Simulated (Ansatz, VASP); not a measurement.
# Two plane-wave programs on Tl

INCAR

```
  ALGO = Fast
  EDIFF = 1E-6
  ENCUT = 520
  GGA = PE
  ISIF = 2
  ISMEAR = 0
  IVDW = 12
  LASPH = True
  LCHARG = True
  LELF = True
  LREAL = False
  LVHAR = True
  LWAVE = False
  NBANDS = 12
  NELM = 80
  PREC = Accurate
  SIGMA = 0.15
```

Contents of KPOINTS:

```
k-points
0
Gamma
  18 18 18
```

The input POSCAR:

```
Tl
1.0
    0.0000000000      2.3892170314      2.6281387345
    2.3892170314      0.0000000000      2.6281387345
    2.3892170314      2.3892170314      0.0000000000
Tl
1
Direct
    0.0000000000      0.0000000000      0.0000000000
```

Input for Ansatz:

```yaml
crystal:
  lattice:
    - [0.0, 2.3892170314, 2.6281387345]
    - [2.3892170314, 0.0, 2.6281387345]
    - [2.3892170314, 2.3892170314, 0.0]
  atoms:
    - { symbol: Tl, position: [0.0, 0.0, 0.0] }
basis:
  ecutwfc: 420
kpoints:
  mp_grid: { grid: [18, 18, 18] }
hamiltonian:
  xc: pbe
  dispersion: d3bj
scf:
  occupations: { method: gaussian, width: 0.15 }
output:
  forces: true
  stress: true
  eigenvalues: true
```

Alike in both runs: task single point; functional PBE; dispersion D3(BJ); k mesh 18 × 18 × 18; occupations gaussian, width 0.15 eV; no spin polarisation.

```csv
,VASP,Ansatz
version,VASP 6.6.1,Ansatz 0.2.0
potentials or method,"VASP PAW PBE potentials, release 64 (Tl_d), cutoff 520 eV","scalar-relativistic, plane waves, PAW"
valence electrons in the cell,13,13
```

```csv
,VASP,Ansatz,Ansatz less VASP
gap on the k mesh at the Fermi level (eV),none,none,-
pressure (GPa),-0.7,-0.7,+0.05
"traceless stress, the component that is largest in VASP (GPa)",-0.24,-0.24,-0.003
```

A gap of «none» marks a metal or a gap that the smearing closes.

Neither program's run includes spin-orbit coupling.
